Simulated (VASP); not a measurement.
Here is a VASP 6.6.1 calculation.

Contents of POSCAR:

```
CaO
1.0
    2.4117632683      2.4117632683      0.0000000000
   -2.4117632683      2.4117632683      0.0000000000
    0.0000000000      2.4117632683      2.4117632683
Ca O
1 1
Direct
    0.0000000000      0.0000000000      0.0000000000
    0.5000000000      0.5000000000      0.0000000000
```

The input INCAR.step1:

```
SYSTEM = CaO
PREC = Accurate
ENCUT = 520
ISMEAR = 0
SIGMA = 0.01
LREAL = .False.
LASPH = .True.
NELM = 80
NBANDS = 15
GGA = PE
ALGO = Normal
EDIFF = 1E-4
LWAVE = .True.
LCHARG = .False.
```

INCAR.step2

```
SYSTEM = CaO
PREC = Accurate
ENCUT = 520
EDIFF = 1E-7
ISMEAR = 0
SIGMA = 0.01
LREAL = .False.
LASPH = .True.
NELM = 80
ALGO = Normal
ISIF = 2
LWAVE = .False.
LCHARG = .True.
METAGGA = R2SCAN
LMIXTAU = .True.
LELF = .True.
LVHAR = .True.
NBANDS = 15
ISTART = 1
```

The input KPOINTS:

```
Automatic mesh
0
Gamma
  8 8 8
  0 0 0
```

Potentials or basis: VASP PAW PBE potentials, release 64 (Ca_sv, O).

Command:

```bash
$ cat potpaw_PBE.64/Ca_sv/POTCAR potpaw_PBE.64/O/POTCAR > POTCAR
$ cp INCAR.step1 INCAR
$ mpirun -np 1 vasp_std > vasp.out
$ cp INCAR.step2 INCAR
$ mpirun -np 1 vasp_std > vasp.out
```

(1) Estimate the pressure.

(2) Estimate the band gap on the k mesh.

Answers

(1) -1.0 GPa.

(2) 4.19 eV, indirect (least direct gap 4.57 eV).

Caveat: the PAW data sets were made with another functional, which shifts forces and pressure a little.
